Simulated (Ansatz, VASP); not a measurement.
One calculation of MgB, two programs

Contents of POSCAR:

```
MgB
1.0
    2.8951500000      0.0000000000      0.0000000000
    0.0000000000      2.8951500000      0.0000000000
    0.0000000000      0.0000000000      2.8951500000
Mg B
1 1
Direct
    0.0000000000      0.0000000000      0.0000000000
    0.5000000000      0.5000000000      0.5000000000
```

File INCAR.step1:

```
SYSTEM = MgB
PREC     = Accurate       ! precision mode
ENCUT    = 520            ! plane-wave cutoff, eV
EDIFF    = 1E-5           ! SCF threshold, eV
ISMEAR   = -1             ! smearing method
SIGMA    = 0.05           ! smearing width, eV
LREAL    = .FALSE.        ! projectors in reciprocal space
LASPH    = .TRUE.         ! aspherical terms in the spheres
NELM     = 100            ! most SCF steps
ALGO     = Normal         ! electronic algorithm
ISIF     = 2              ! what is computed and relaxed
LWAVE    = .TRUE.         ! write WAVECAR
LCHARG   = .FALSE.        ! write CHGCAR
NBANDS   = 10             ! bands
GGA      = PE             ! functional
```

Contents of INCAR.step2:

```
SYSTEM = MgB
PREC     = Accurate       ! precision mode
ENCUT    = 520            ! plane-wave cutoff, eV
EDIFF    = 1E-6           ! SCF threshold, eV
ISMEAR   = -1             ! smearing method
SIGMA    = 0.05           ! smearing width, eV
LREAL    = .FALSE.        ! projectors in reciprocal space
LASPH    = .TRUE.         ! aspherical terms in the spheres
NELM     = 100            ! most SCF steps
ALGO     = Normal         ! electronic algorithm
ISIF     = 2              ! what is computed and relaxed
LWAVE    = .FALSE.        ! write WAVECAR
LCHARG   = .FALSE.        ! write CHGCAR
GGA      = PE             ! functional
LHFCALC  = .TRUE.         ! exact exchange
AEXX     = 0.5            ! exact-exchange fraction
PRECFOCK = Normal       
NBANDS   = 10             ! bands
ISTART   = 1
```

File KPOINTS:

```
regular mesh
0
G
  5 5 5
  0 0 0
```

input.yaml

```yaml
crystal:
  lattice:
    - [2.89515, 0.0, 0.0]
    - [0.0, 2.89515, 0.0]
    - [0.0, 0.0, 2.89515]
  atoms:
    - { symbol: Mg, position: [0.0, 0.0, 0.0] }
    - { symbol: B, position: [0.5, 0.5, 0.5] }
hamiltonian:
  xc: { exchange: pbe, correlation: pbe, exx: { coeff: 0.5 } }
  pseudopotentials: { kind: paw }
kpoints:
  mp_grid: { grid: [5, 5, 5] }
scf:
  occupations: { method: fermi_dirac, width: 0.05 }
output:
  forces: true
  stress: true
  eigenvalues: true
```

Alike in both runs: task single point; functional PBE-based global hybrid; k mesh 5 × 5 × 5; occupations fermi-dirac, width 0.05 eV; no spin polarisation.

|  | VASP | Ansatz |
| --- | --- | --- |
| version | VASP 6.6.1 | Ansatz 0.2.0 |
| potentials or method | VASP PAW PBE potentials, release 64 (Mg, B) | Ansatz PAW |
| plane-wave cutoff (eV) | 520 | 420 |
| valence electrons in the cell | 5 | 13 |

```csv
,VASP,Ansatz,Ansatz less VASP
gap on the k mesh at the Fermi level (eV),none,none,-
pressure (GPa),-2.7,-2.3,+0.38
```

VASP's potentials were made for PBE, not for PBE-based global hybrid. A gap of «none» marks a metal or a gap that the smearing closes. With one functional, cell and mesh, what is left measures potentials, basis and numerics. VASP's potentials hold 5 valence electrons a cell and Ansatz's 13, so a difference there can come from the potentials and not from the codes.

The k mesh is coarse, so the values compare programs but aren't converged.
